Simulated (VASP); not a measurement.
# Ta (Im-3m) in VASP: notebook, part 2 of 2

VASP 6.6.1.

**4. Single point, PBEsol**

This run uses another cell than the first one, of 17.24 Å³/atom.

INCAR

```
SYSTEM = Ta
PREC     = Accurate       ! precision mode
ENCUT    = 520            ! plane-wave cutoff, eV
EDIFF    = 1E-6           ! SCF threshold, eV
ISMEAR   = 0              ! smearing method
SIGMA    = 0.1            ! smearing width, eV
LREAL    = .FALSE.        ! projectors in reciprocal space
LASPH    = .TRUE.         ! aspherical terms in the spheres
NELM     = 60             ! most SCF steps
ALGO     = Fast           ! electronic algorithm
ISIF     = 2              ! what is computed and relaxed
LWAVE    = .FALSE.        ! write WAVECAR
LCHARG   = .TRUE.         ! write CHGCAR
GGA      = PS             ! functional
LELF     = .TRUE.         ! ELF
LVHAR    = .TRUE.       
NBANDS   = 12             ! bands
```

KPOINTS

```
Automatic mesh
0
G
  18 18 18
  0 0 0
```

POSCAR

```
Ta
1.0
   -1.6274935862      1.6274935862      1.6274935862
    1.6274935862     -1.6274935862      1.6274935862
    1.6274935862      1.6274935862     -1.6274935862
Ta
1
Direct
    0.0000000000      0.0000000000      0.0000000000
```

Potentials or basis: VASP PAW PBE potentials, release 64 (Ta_pv).

Launch:

```console
$ cat potpaw_PBE.64/Ta_pv/POTCAR > POTCAR
$ mpirun -np 1 vasp_std > vasp.out
```

OUTCAR:

```text
SYSTEM = Ta
   PREC = Accurate
   ENCUT = 520
   EDIFF = 1E-6
   ISMEAR = 0
   LREAL = .FALSE.
   LASPH = .TRUE.
   NELM = 60
   ISIF = 2
   GGA = PS

 ion  position               nearest neighbor table
   1  0.000  0.000  0.000-

  LATTYP: Found a body centered cubic cell.
 ALAT       =     3.2549871724

  Lattice vectors:

 A1 = (  -1.6274935862,   1.6274935862,   1.6274935862)
 A2 = (   1.6274935862,  -1.6274935862,   1.6274935862)
 A3 = (   1.6274935862,   1.6274935862,  -1.6274935862)

Analysis of symmetry for initial positions (statically):
=====================================================================
 Subroutine PRICEL returns:
 Original cell was already a primitive cell.

 Routine SETGRP: Setting up the symmetry group for a
 body centered cubic supercell.

 Subroutine GETGRP returns: Found 48 space group operations
 (whereof 48 operations were pure point group operations)
 out of a pool of 48 trial point group operations.

The static configuration has the point symmetry O_h .

Analysis of symmetry for dynamics (positions and initial velocities):
=====================================================================
 Subroutine PRICEL returns:
 Original cell was already a primitive cell.

 Routine SETGRP: Setting up the symmetry group for a
 body centered cubic supercell.

 Subroutine GETGRP returns: Found 48 space group operations
 (whereof 48 operations were pure point group operations)
 out of a pool of 48 trial point group operations.

The dynamic configuration has the point symmetry O_h .

 Subroutine INISYM returns: Found 48 space group operations
 (whereof 48 operations are pure point group operations),
 and found     1 'primitive' translations

----------------------------------------------------------------------------------------

                                     Primitive cell

  volume of cell :      17.2432

  direct lattice vectors                    reciprocal lattice vectors
    -1.627493586  1.627493586  1.627493586     0.000000000  0.307220873  0.307220873
     1.627493586 -1.627493586  1.627493586     0.307220873  0.000000000  0.307220873
     1.627493586  1.627493586 -1.627493586     0.307220873  0.307220873  0.000000000

  length of vectors
     2.818901580  2.818901580  2.818901580     0.434475925  0.434475925  0.434475925

  position of ions in fractional coordinates (direct lattice)
     0.000000000  0.000000000  0.000000000

  ion indices of the primitive-cell ions
   primitive index   ion index
                 1           1

----------------------------------------------------------------------------------------

 KPOINTS: Automatic mesh

Automatic generation of k-mesh.
 Grid dimensions read from file:
 generate k-points for:   18   18   18

 Generating k-lattice:

  Cartesian coordinates                     Fractional coordinates (reciprocal lattice)
     0.000000000  0.017067826  0.017067826     0.055555556  0.000000000  0.000000000
     0.017067826  0.000000000  0.017067826     0.000000000  0.055555556  0.000000000
     0.017067826  0.017067826  0.000000000     0.000000000  0.000000000  0.055555556

  Length of vectors
     0.024137551  0.024137551  0.024137551

  Shift w.r.t. Gamma in fractional coordinates (k-lattice)
     0.000000000  0.000000000  0.000000000

 Subroutine IBZKPT returns following result:
 ===========================================

 Found    195 irreducible k-points:

 Following reciprocal coordinates:
            Coordinates               Weight
  0.000000  0.000000  0.000000      1.000000
  0.055556  0.000000  0.000000     12.000000
  0.111111  0.000000  0.000000     12.000000
  0.166667  0.000000  0.000000     12.000000
  0.222222  0.000000  0.000000     12.000000
  0.277778  0.000000  0.000000     12.000000
[... 16 lines left out ...]
  0.333333  0.111111 -0.000000     48.000000
  0.388889  0.111111  0.000000     48.000000
 [... further k-points ...]
   k-points           NKPTS =    195   k-points in BZ     NKDIM =    195   number of bands    NBANDS=     12
   number of dos      NEDOS =    301   number of ions     NIONS =      1
   total plane-waves  NPLWV =  13824
   dimension x,y,z NGX =    24 NGY =   24 NGZ =   24
   dimension x,y,z NGXF=    48 NGYF=   48 NGZF=   48
   ions per type =               1
   NGX,Y,Z   is equivalent  to a cutoff of  14.15, 14.15, 14.15 a.u.
   NGXF,Y,Z  is equivalent  to a cutoff of  28.31, 28.31, 28.31 a.u.
 SYSTEM =  Ta
   PREC   = accura    normal or accurate (medium, high low for compatibility)
   ISTART =      0    job   : 0-new  1-cont  2-samecut
   ICHARG =      2    charge: 1-file 2-atom 10-const
   ISPIN  =      1    spin polarized calculation?
   LNONCOLLINEAR =      F non collinear calculations
   LSORBIT =      F    spin-orbit coupling
   LASPH  =      T    aspherical Exc in radial PAW
   ENCUT  =  520.0 eV  38.22 Ry    6.18 a.u.   5.24  5.24  5.24*2*pi/ulx,y,z
   NELM   =     60;   NELMIN=  2; NELMDL= -5     # of ELM steps
   EDIFF  = 0.1E-05   stopping-criterion for ELM
   LREAL  =      F    real-space projection
   EDIFFG = 0.1E-04   stopping-criterion for IOM
   NSW    =      0    number of steps for IOM
   IBRION =     -1    ionic relax: 0-MD 1-quasi-New 2-CG
   NFREE  =      0    steps in history (QN), initial steepest desc. (CG)
   ISIF   =      2    stress and relaxation
   ISYM   =      2    0-nonsym 1-usesym 2-fastsym
   POTIM  = 0.5000    time-step for ionic-motion
   TEBEG  =    0.0;   TEEND  =   0.0 temperature during run
   PSTRESS=    0.0 pullay stress
   NELECT =      11.0000    total number of electrons
   NUPDOWN=      -1.0000    fix difference up-down
   EMIN   =  10.00;   EMAX   =-10.00  energy-range for DOS
   EFERMI =   0.00;   METHOD = LEGACY
   ISMEAR =     0;   SIGMA  =   0.10  broadening in eV -4-tet -1-fermi 0-gaus
   EFERMI_NEDOS =   21; number of points for ismear=-14 and -15
   IALGO  =     68    algorithm
   IMIX   =      4    mixing-type and parameters
     AMIX     =   0.40;   BMIX     =  1.00
     AMIX_MAG =   1.60;   BMIX_MAG =  1.00
  volume/ion in A,a.u.               =      17.24       116.36
  Fermi-wavevector in a.u.,A,eV,Ry     =   1.409288  2.663168 27.022434  1.986093
  Thomas-Fermi vector in A             =   2.531359
   LORBIT       =      0    0 simple, 1 ext, 2 COOP (PROOUT), +10 PAW based schemes
   GGA     = PS    functional components
   LHFCALC =     F    Hartree Fock is set to
   AEXX    =    0.0000 exact exchange contribution
   IVDW    =     0    specifies the selected vdW correction
   LEPSILON=     F    determine dielectric tensor
   LRPA    =     F    only Hartree local field effects (RPA)
 non-spin polarized calculation
 RMM-DIIS sequential band-by-band and
 Gauss-broadening in eV      SIGMA  =   0.10
  energy-cutoff  :      520.00
  volume of cell :       17.24
 maximum number of plane-waves:       478
 NGX is ok and might be reduce to    24
   NGX = 11   NGY = 11   NGZ = 11

 number of electron      11.0000000 magnetization

 Free energy of the ion-electron system (eV)
  ---------------------------------------------------
  ext. energy  EPLUGINS =         0.00000000
  ---------------------------------------------------
  free energy    TOTEN  =       -12.54837279 eV

  energy without entropy =      -12.54270924  energy(sigma->0) =      -12.54554101

 E-fermi :   5.6819     XC(G=0): -12.9528

 val. band max:        5.6787561767   @ k =   0.2222   0.0000   0.0000
 cond. band min:       5.6903034537   @ k =  -0.2222   0.2222   0.0556
 fundamental gap:      0.0115472770
 Fermi energy:         5.6819397687

 k-point     1 :       0.0000    0.0000    0.0000
  band No.  band energies     occupation
      1     -27.1707      2.00000
      2     -27.1707      2.00000
      3     -27.1707      2.00000
      4      -2.4179      2.00000
      5       6.3960      0.00000
      6       6.3960      0.00000
      7       6.3960      0.00000
      8       9.8238      0.00000
      9       9.8238      0.00000
     10      20.9242      0.00000
     11      20.9242      0.00000
     12      20.9242      0.00000
[... 331 lines left out ...]
 k-point    24 :       0.3889    0.1111    0.0000
  band No.  band energies     occupation
      1     -28.4477      2.00000
      2     -27.6452      2.00000
      3     -27.2408      2.00000
      4       1.5145      2.00000
      5       4.1261      2.00000
      6       6.4777      0.00000
      7       9.5892      0.00000
      8      10.9713      0.00000
      9      14.0175      0.00000
     10      17.7969      0.00000
     11      19.0148      0.00000
     12      20.5144      0.00000

 [... further k-points ...]
[... 5 lines left out ...]
  --------------------------------------------------------------------------------------
  -------------------------------------------------------------------------------------
  Total        0.5749041      0.5749041      0.5749041      0.0000000      0.0000000     -0.0000000
  in kB       53.4180612     53.4180612     53.4180612      0.0000000      0.0000000     -0.0000000
  external PRESSURE =      53.4180612 kB  Pullay stress =       0.0000000 kB

 VOLUME and BASIS-vectors are now :
 -----------------------------------------------------------------------------
  energy-cutoff  :      520.00
  volume of cell :       17.24
      direct lattice vectors                 reciprocal lattice vectors
    -1.627493586  1.627493586  1.627493586     0.000000000  0.307220873  0.307220873
     1.627493586 -1.627493586  1.627493586     0.307220873  0.000000000  0.307220873
     1.627493586  1.627493586 -1.627493586     0.307220873  0.307220873  0.000000000

 POSITION                                       TOTAL-FORCE (eV/Angst)
 -----------------------------------------------------------------------------------
      0.00000      0.00000      0.00000        -0.000000      0.000000      0.000000
 -----------------------------------------------------------------------------------
    total drift:                               -0.000000      0.000000      0.000000

  FREE ENERGIE OF THE ION-ELECTRON SYSTEM (eV)
  ---------------------------------------------------
  free  energy   TOTEN  =       -12.5483727881 eV

  energy  without entropy=      -12.5427092406  energy(sigma->0) =      -12.54554101
```

Run time: 70 s. Hardware: 1 thread of AMD EPYC 7R13, shared host; peak memory 0.14 GiB.

Results:

```
Free energy            : -12.5484 eV
Pressure               : 5.3 GPa
Band gap on the k mesh : zero (an odd number of electrons rules out a gap without spin polarisation)
```

Caveat: the cell stands under pressure; the PAW data sets were made with another functional, which shifts forces and pressure a little; spin-orbit coupling is left out, which moves the levels of the heavy elements.

**5. Summary**

```tsv
cell	gap on the mesh (eV)	pressure (GPa)
a = 2.765 Å, angles 109.5°, 1 atom	none	20.4
a = 2.800 Å, angles 109.5°, 1 atom	none	10.3
a = 2.819 Å, angles 109.5°, 1 atom	none	5.3
```

Alike in all rows: task single point; level PBEsol; potentials or basis VASP PAW PBE potentials, release 64 (Ta_pv); no spin polarisation; k mesh 18 × 18 × 18; cutoff (eV) 520; smearing gaussian 0.1 eV.

Caveats: the cell stands under pressure; the PAW data sets were made with another functional, which shifts forces and pressure a little; spin-orbit coupling is left out, which moves the levels of the heavy elements.

Total energies depend on the potentials used, so only differences within one code and one set of settings carry meaning.
